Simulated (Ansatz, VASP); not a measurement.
**One calculation of BaTiO3, two programs**

```
Ba Ti O
1.0
     2.82737    1.63238    2.31839
    -2.82737    1.63238    2.31839
     0.00000   -3.26476    2.31839
Ba Ti O
1 1 3
Direct
  0.00000 0.00000 0.00000
  0.48450 0.48450 0.48450
  0.50860 0.50860 0.01750
  0.01750 0.50860 0.50860
  0.50860 0.01750 0.50860
```

Alike in both runs: task single point; functional PBEsol; k mesh 6 × 6 × 6; occupations fermi-dirac, width 0.05 eV; no spin polarisation.

|  | VASP | Ansatz |
| --- | --- | --- |
| version | VASP 6.6.1 | Ansatz 0.2.0 |
| potentials or method | VASP PAW PBE potentials, release 64 (Ba_sv, Ti_sv, O), cutoff 520 eV | plane waves, PAW |
| valence electrons in the cell | 40 | 40 |

Ansatz gave:

* pressure (GPa): -1.2
* traceless stress, the component that is largest in VASP (GPa): -0.08

Task: Which values does VASP return?

Result: Pressure (GPa): 0.6; traceless stress, the component that is largest in VASP (GPa): -0.12.

VASP's potentials were made for PBE, not for PBEsol. Ansatz's warnings: stress scf threshold loose.

Neither program's run includes spin-orbit coupling.
